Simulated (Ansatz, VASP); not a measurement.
One calculation of Pt, two programs

File INCAR:

```
SYSTEM = Pt
PREC = Accurate ; ENCUT = 520
EDIFF = 1E-7 ; ISMEAR = 0
SIGMA = 0.15 ; LREAL = .FALSE.
LASPH = .TRUE. ; NELM = 100
ALGO = Fast ; ISIF = 2
LWAVE = .FALSE. ; LCHARG = .FALSE.
GGA = PE ; NBANDS = 11
```

Contents of KPOINTS:

```
regular mesh
0
G
  22 22 22
  0 0 0
```

The input POSCAR:

```
Pt
1.0
    0.0000000000      1.9305763981      1.9305763981
    1.9305763981      0.0000000000      1.9305763981
    1.9305763981      1.9305763981      0.0000000000
Pt
1
Direct
    0.0000000000      0.0000000000      0.0000000000
```

Input for Ansatz:

```yaml
crystal:
  lattice:
    - [0.0, 1.9305763981, 1.9305763981]
    - [1.9305763981, 0.0, 1.9305763981]
    - [1.9305763981, 1.9305763981, 0.0]
  atoms:
    - { symbol: Pt, position: [0.0, 0.0, 0.0] }
basis:
  ecutwfc: 420
kpoints:
  mp_grid: { grid: [22, 22, 22] }
hamiltonian:
  xc: pbe
  pseudopotentials: { kind: paw, azcp: { folder: soft_1 } }
scf:
  occupations: { method: gaussian, width: 0.15 }
output:
  forces: true
  stress: true
  eigenvalues: true
```

Alike in both runs: task single point; functional PBE; k mesh 22 × 22 × 22; occupations gaussian, width 0.15 eV; no spin polarisation.

|  | VASP | Ansatz |
| --- | --- | --- |
| version | VASP 6.6.1 | Ansatz 0.2.0 |
| potentials or method | VASP PAW PBE potentials, release 64 (Pt), cutoff 520 eV | scalar-relativistic, plane waves, PAW |
| valence electrons in the cell | 10 | 18 |

```csv
,VASP,Ansatz,Ansatz less VASP
gap on the k mesh at the Fermi level (eV),none,none,-
pressure (GPa),25.5,26.0,+0.57
```

A gap of «none» marks a metal or a gap that the smearing closes. VASP's potentials hold 10 valence electrons a cell and Ansatz's 18, so a difference there can come from the potentials and not from the codes.

Spin-orbit coupling is off throughout.
